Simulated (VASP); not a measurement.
# Ta (Fm-3m) in VASP: settings compared

The runs below take Ta through single point, with PBE, HSE06.

Everything below comes from runs of VASP 6.6.1. Logs are shortened: lines on timing, memory, paths and dates and some standing lists are left out, and cuts for length are marked.

## 1. The cell of the first run

It takes space group Fm-3m (No. 225, cubic). The conventional cell has a = 4.233 Å, b = 4.233 Å, c = 4.233 Å, α = 90.00°, β = 90.00°, γ = 90.00°. Within 3.9 Å of Ta (site symmetry m-3m) lie 12 Ta at 2.99 Å.

## 2. Single point, PBE

The input, INCAR:

```
PREC     = Accurate       # precision mode
ENCUT    = 520            # plane-wave cutoff, eV
EDIFF    = 1E-6           # SCF threshold, eV
ISMEAR   = 0              # smearing method
SIGMA    = 0.05           # smearing width, eV
LREAL    = F              # projectors in reciprocal space
LASPH    = T              # aspherical terms in the spheres
NELM     = 80             # most SCF steps
ALGO     = Normal         # electronic algorithm
ISIF     = 2              # what is computed and relaxed
LWAVE    = F              # write WAVECAR
LCHARG   = T              # write CHGCAR
GGA      = PE             # functional
LELF     = T              # ELF
LVHAR    = T            
NBANDS   = 12             # bands
```

The input, KPOINTS:

```
regular mesh
0
Gamma
  8 8 8
```

The input, POSCAR:

```
Ta
1.0
    0.0000000000      2.1162810329      2.1162810329
    2.1162810329      0.0000000000      2.1162810329
    2.1162810329      2.1162810329      0.0000000000
Ta
1
Direct
    0.0000000000      0.0000000000      0.0000000000
```

Potentials or basis: VASP PAW PBE potentials, release 64 (Ta_pv).

Started as:

```sh
$ cat potpaw_PBE.64/Ta_pv/POTCAR > POTCAR
$ mpirun -np 1 vasp_std > vasp.out
```

OUTCAR:

```text
PREC = Accurate
   ENCUT = 520
   EDIFF = 1E-6
   ISMEAR = 0
   LREAL = F
   LASPH = T
   NELM = 80
   ISIF = 2
   GGA = PE

 ion  position               nearest neighbor table
   1  0.000  0.000  0.000-

  LATTYP: Found a face centered cubic cell.
 ALAT       =     4.2325620658

  Lattice vectors:

 A1 = (   0.0000000000,   2.1162810329,   2.1162810329)
 A2 = (   2.1162810329,   0.0000000000,   2.1162810329)
 A3 = (   2.1162810329,   2.1162810329,   0.0000000000)

Analysis of symmetry for initial positions (statically):
=====================================================================
 Subroutine PRICEL returns:
 Original cell was already a primitive cell.

 Routine SETGRP: Setting up the symmetry group for a
 face centered cubic supercell.

 Subroutine GETGRP returns: Found 48 space group operations
 (whereof 48 operations were pure point group operations)
 out of a pool of 48 trial point group operations.

The static configuration has the point symmetry O_h .

Analysis of symmetry for dynamics (positions and initial velocities):
=====================================================================
 Subroutine PRICEL returns:
 Original cell was already a primitive cell.

 Routine SETGRP: Setting up the symmetry group for a
 face centered cubic supercell.

 Subroutine GETGRP returns: Found 48 space group operations
 (whereof 48 operations were pure point group operations)
 out of a pool of 48 trial point group operations.

The dynamic configuration has the point symmetry O_h .

 Subroutine INISYM returns: Found 48 space group operations
 (whereof 48 operations are pure point group operations),
 and found     1 'primitive' translations

----------------------------------------------------------------------------------------

                                     Primitive cell

  volume of cell :      18.9561

  direct lattice vectors                    reciprocal lattice vectors
     0.000000000  2.116281033  2.116281033    -0.236263517  0.236263517  0.236263517
     2.116281033  0.000000000  2.116281033     0.236263517 -0.236263517  0.236263517
     2.116281033  2.116281033  0.000000000     0.236263517  0.236263517 -0.236263517

  length of vectors
     2.992873339  2.992873339  2.992873339     0.409220416  0.409220416  0.409220416

  position of ions in fractional coordinates (direct lattice)
     0.000000000  0.000000000  0.000000000

  ion indices of the primitive-cell ions
   primitive index   ion index
                 1           1

----------------------------------------------------------------------------------------
[... 76 lines left out ...]
   ISIF   =      2    stress and relaxation
   ISYM   =      2    0-nonsym 1-usesym 2-fastsym
   POTIM  = 0.5000    time-step for ionic-motion
   TEBEG  =    0.0;   TEEND  =   0.0 temperature during run
   PSTRESS=    0.0 pullay stress
   NELECT =      11.0000    total number of electrons
   NUPDOWN=      -1.0000    fix difference up-down
   EMIN   =  10.00;   EMAX   =-10.00  energy-range for DOS
   EFERMI =   0.00;   METHOD = LEGACY
   ISMEAR =     0;   SIGMA  =   0.05  broadening in eV -4-tet -1-fermi 0-gaus
   EFERMI_NEDOS =   21; number of points for ismear=-14 and -15
   IALGO  =     38    algorithm
   IMIX   =      4    mixing-type and parameters
     AMIX     =   0.40;   BMIX     =  1.00
     AMIX_MAG =   1.60;   BMIX_MAG =  1.00
  volume/ion in A,a.u.               =      18.96       127.92
  Fermi-wavevector in a.u.,A,eV,Ry     =   1.365492  2.580405 25.368981  1.864567
  Thomas-Fermi vector in A             =   2.491715
   LORBIT       =      0    0 simple, 1 ext, 2 COOP (PROOUT), +10 PAW based schemes
   GGA     = PE    functional components
   LHFCALC =     F    Hartree Fock is set to
   AEXX    =    0.0000 exact exchange contribution
   IVDW    =     0    specifies the selected vdW correction
   LEPSILON=     F    determine dielectric tensor
   LRPA    =     F    only Hartree local field effects (RPA)
 non-spin polarized calculation
 Gauss-broadening in eV      SIGMA  =   0.05
  energy-cutoff  :      520.00
  volume of cell :       18.96
 maximum number of plane-waves:       531
 NGX is ok and might be reduce to    24
   NGX = 11   NGY = 11   NGZ = 11

 number of electron      11.0000001 magnetization

 Free energy of the ion-electron system (eV)
  ---------------------------------------------------
  ext. energy  EPLUGINS =         0.00000000
  ---------------------------------------------------
  free energy    TOTEN  =       -11.55981110 eV

  energy without entropy =      -11.55552055  energy(sigma->0) =      -11.55766583

 E-fermi :   5.4389     XC(G=0): -12.3655

 val. band max:        5.4324767525   @ k =   0.3750   0.2500   0.1250
 cond. band min:       5.4580662304   @ k =  -0.3750   0.1250   0.0000
 fundamental gap:      0.0255894779
 Fermi energy:         5.4389153035

 k-point     1 :       0.0000    0.0000    0.0000
  band No.  band energies     occupation
      1     -28.2383      2.00000
      2     -28.2383      2.00000
      3     -28.2383      2.00000
      4      -2.6400      2.00000
      5       5.8891      0.00000
      6       5.8891      0.00000
      7       5.8891      0.00000
      8       8.8425      0.00000
      9       8.8425      0.00000
     10      17.8896      0.00000
     11      19.5131      0.00000
     12      22.6914      0.00000
[... 331 lines left out ...]
 k-point    24 :      -0.3750    0.2500    0.1250
  band No.  band energies     occupation
      1     -29.0853      2.00000
      2     -28.6303      2.00000
      3     -28.4523      2.00000
      4       2.3460      2.00000
      5       3.8117      2.00000
      6       5.2094      2.00000
      7       7.0079      0.00000
      8      10.6069      0.00000
      9      13.2688      0.00000
     10      14.2867      0.00000
     11      19.5159      0.00000
     12      20.4345      0.00000

 [... further k-points ...]
[... 5 lines left out ...]
  --------------------------------------------------------------------------------------
  -------------------------------------------------------------------------------------
  Total        0.0099174      0.0099174      0.0099174     -0.0000000     -0.0000000     -0.0000000
  in kB        0.8382176      0.8382176      0.8382176     -0.0000000     -0.0000000     -0.0000000
  external PRESSURE =       0.8382176 kB  Pullay stress =       0.0000000 kB

 VOLUME and BASIS-vectors are now :
 -----------------------------------------------------------------------------
  energy-cutoff  :      520.00
  volume of cell :       18.96
      direct lattice vectors                 reciprocal lattice vectors
     0.000000000  2.116281033  2.116281033    -0.236263517  0.236263517  0.236263517
     2.116281033  0.000000000  2.116281033     0.236263517 -0.236263517  0.236263517
     2.116281033  2.116281033  0.000000000     0.236263517  0.236263517 -0.236263517

 POSITION                                       TOTAL-FORCE (eV/Angst)
 -----------------------------------------------------------------------------------
      0.00000      0.00000      0.00000         0.000000     -0.000000     -0.000000
 -----------------------------------------------------------------------------------
    total drift:                               -0.000000      0.000000      0.000000

  FREE ENERGIE OF THE ION-ELECTRON SYSTEM (eV)
  ---------------------------------------------------
  free  energy   TOTEN  =       -11.5598110959 eV

  energy  without entropy=      -11.5555205545  energy(sigma->0) =      -11.55766583
```

stdout:

```text
POSCAR found type information on POSCAR Ta
 POSCAR found :  1 types and       1 ions
 scaLAPACK will be used
 LDA part: xc-table for (Slater+PW92), standard interpolation
 POSCAR, INCAR and KPOINTS ok, starting setup
 FFT: planning ... GRIDC
 FFT: planning ... GRID_SOFT
 FFT: planning ... GRID
 WAVECAR not read
 entering main loop
```

It took 6.1 s on 1 thread of Intel Xeon 6975P-C (Granite Rapids), shared host; peak memory 0.13 GiB.

What came out:

```
Free energy : -11.5598 eV
Pressure    : 0.1 GPa
```

Levels at points of the mesh, in eV from the Fermi level:
| k point | band 1 | band 2 | band 3 | band 4 | band 5 | band 6 | band 7 | band 8 | band 9 | band 10 |
| --- | --- | --- | --- | --- | --- | --- | --- | --- | --- | --- |
| (0.00, 0.00, 0.00) | -33.68 | -33.68 | -33.68 | -8.08 | 0.45 | 0.45 | 0.45 | 3.40 | 3.40 | 12.45 |
| (0.50, 0.00, 0.00) | -34.66 | -33.81 | -33.81 | -4.57 | 0.23 | 0.23 | 0.65 | 5.70 | 5.70 | 9.87 |
| (0.50, 0.50, 0.00) | -34.60 | -34.03 | -34.03 | -4.33 | -3.29 | 2.84 | 5.69 | 6.38 | 6.38 | 10.98 |

Caveat: spin-orbit coupling is left out, which moves the levels of the heavy elements.

## 3. Single point, HSE06

This run uses another cell than the first one, of 18.70 Å³/atom, 0.987 times its volume.

The input, POSCAR:

```
Ta
1.0
    0.0000000000      2.1067889771      2.1067889771
    2.1067889771      0.0000000000      2.1067889771
    2.1067889771      2.1067889771      0.0000000000
Ta
1
Direct
    0.0000000000      0.0000000000      0.0000000000
```

The input, INCAR.step1:

```
PREC = Accurate
ENCUT = 400
EDIFF = 1E-5
ISMEAR = 0
SIGMA = 0.05
LREAL = False
LASPH = True
NELM = 120
ALGO = Normal
ISIF = 2
LWAVE = True
GGA = PE
NBANDS = 12
GGA_COMPAT = False
```

The input, INCAR.step2:

```
PREC = Accurate
ENCUT = 400
EDIFF = 1E-6
ISMEAR = 0
SIGMA = 0.05
LREAL = False
LASPH = True
NELM = 120
ALGO = Normal
ISIF = 2
LWAVE = False
LCHARG = True
GGA = PE
LHFCALC = True
HFSCREEN = 0.2079
PRECFOCK = Normal
LELF = True
LVHAR = True
ISTART = 1
NBANDS = 12
GGA_COMPAT = False
```

The input, KPOINTS:

```
Automatic mesh
0
Gamma
  8 8 8
```

Potentials or basis: VASP PAW PBE potentials, release 64 (Ta_pv).

Started as:

```sh
$ cat potpaw_PBE.64/Ta_pv/POTCAR > POTCAR
$ cp INCAR.step1 INCAR
$ mpirun -np 1 vasp_std > vasp.out
$ cp INCAR.step2 INCAR
$ mpirun -np 1 vasp_std > vasp.out
```

OUTCAR:

```text
PREC = Accurate
   ENCUT = 400
   EDIFF = 1E-6
   ISMEAR = 0
   LREAL = False
   LASPH = True
   NELM = 120
   ISIF = 2
   GGA = PE
   LHFCALC = True
   HFSCREEN = 0.2079
   PRECFOCK = Normal
   ISTART = 1

 ion  position               nearest neighbor table
   1  0.000  0.000  0.000-

  LATTYP: Found a face centered cubic cell.
 ALAT       =     4.2135779542

  Lattice vectors:

 A1 = (   0.0000000000,   2.1067889771,   2.1067889771)
 A2 = (   2.1067889771,   0.0000000000,   2.1067889771)
 A3 = (   2.1067889771,   2.1067889771,   0.0000000000)

[... 539 lines left out ...]
      6       4.9813      2.00000
      7       7.5036      0.00000
      8      11.4095      0.00000
      9      14.2040      0.00000
     10      15.3490      0.00000
     11      21.5009      0.00000
     12      21.5536      0.00000

 [... further k-points ...]
[... 5 lines left out ...]
  --------------------------------------------------------------------------------------
  -------------------------------------------------------------------------------------
  Total       -0.0452176     -0.0452176     -0.0452176     -0.0000000      0.0000000     -0.0000000
  in kB       -3.8736928     -3.8736928     -3.8736928     -0.0000000      0.0000000     -0.0000000
  external PRESSURE =      -3.8736928 kB  Pullay stress =       0.0000000 kB

 VOLUME and BASIS-vectors are now :
 -----------------------------------------------------------------------------
  energy-cutoff  :      400.00
  volume of cell :       18.70
      direct lattice vectors                 reciprocal lattice vectors
     0.000000000  2.106788977  2.106788977    -0.237327993  0.237327993  0.237327993
     2.106788977  0.000000000  2.106788977     0.237327993 -0.237327993  0.237327993
     2.106788977  2.106788977  0.000000000     0.237327993  0.237327993 -0.237327993

 POSITION                                       TOTAL-FORCE (eV/Angst)
 -----------------------------------------------------------------------------------
      0.00000      0.00000      0.00000         0.000000      0.000000     -0.000000
 -----------------------------------------------------------------------------------
    total drift:                               -0.000012     -0.000014     -0.000016

  FREE ENERGIE OF THE ION-ELECTRON SYSTEM (eV)
  ---------------------------------------------------
  free  energy   TOTEN  =       -13.2661907629 eV

  energy  without entropy=      -13.2648813365  energy(sigma->0) =      -13.26553605
```

OSZICAR.step1:

```text
N       E                     dE             d eps       ncg     rms          rms(c)
DAV:   1     0.544282496821E+02    0.54428E+02   -0.53783E+03   696   0.703E+02
DAV:   2    -0.112303102504E+02   -0.65659E+02   -0.64145E+02   780   0.219E+02
DAV:   3    -0.120709694296E+02   -0.84066E+00   -0.83762E+00   872   0.249E+01
DAV:   4    -0.120730258185E+02   -0.20564E-02   -0.20562E-02   768   0.134E+00
DAV:   5    -0.120730346126E+02   -0.87941E-05   -0.87939E-05   828   0.814E-02    0.124E+01
DAV:   6    -0.116803003149E+02    0.39273E+00   -0.30153E-01   812   0.607E+00    0.598E+00
DAV:   7    -0.115586086172E+02    0.12169E+00   -0.36594E-01   800   0.568E+00    0.408E-01
DAV:   8    -0.115574330202E+02    0.11756E-02   -0.11532E-02   772   0.954E-01    0.274E-01
DAV:   9    -0.115572208200E+02    0.21220E-03   -0.44488E-04   808   0.213E-01    0.243E-02
DAV:  10    -0.115572131694E+02    0.76506E-05   -0.13052E-05   636   0.341E-02
   1 F= -.11557213E+02 E0= -.11555232E+02  d E =-.396204E-02
```

Wall time 33 min (1 thread of Intel Xeon Platinum 8175M at 2.50GHz (Skylake/Cascade Lake), shared host); peak memory 0.24 GiB.

What came out:

| Item | Value |
| --- | --- |
| Free energy | -13.2662 eV |
| Pressure | -0.4 GPa |

Caveat: the PAW data sets were made with another functional, which shifts forces and pressure a little; spin-orbit coupling is left out, which moves the levels of the heavy elements.
